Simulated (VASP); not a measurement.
Nb, 1 atom in the cell. The structure is cubic, space group Pm-3m (No. 221). Conventional cell: a = 2.721 Å, b = 2.721 Å, c = 2.721 Å, α = 90.00°, β = 90.00°, γ = 90.00°. Nb (site symmetry m-3m) has 6 Nb at 2.72 Å within 3.6 Å. 

```yaml
Program: VASP 6.6.1
Task: single point
Functional: PBE
Potentials_or_basis: VASP PAW PBE potentials, release 64 (Nb_sv)
Cutoff: 520 eV
k_mesh: 19 × 19 × 19
Occupations: fermi-dirac, width 0.1 eV
Spin: no spin polarisation
Dipole_correction: no
Further_INCAR_settings: ALGO = Normal; EDIFF = 1e-07; NBANDS = 12
```

Potentials or basis: VASP PAW PBE potentials, release 64 (Nb_sv).

Launch:

```bash
$ cat potpaw_PBE.64/Nb_sv/POTCAR > POTCAR
$ mpirun -np 1 vasp_std > vasp.out
```

Hardware: 1 thread of AMD EPYC 7R43 64-Core Processor (Zen 3), with other jobs on the host.

**Question.** Estimate the wall time of this run.

**Answer.** Run time: 54 s on 1 thread of AMD EPYC 7R43 64-Core Processor (Zen 3), on a shared host, peak memory 0.12 GiB. Counts: scf iterations 14, k points 220.
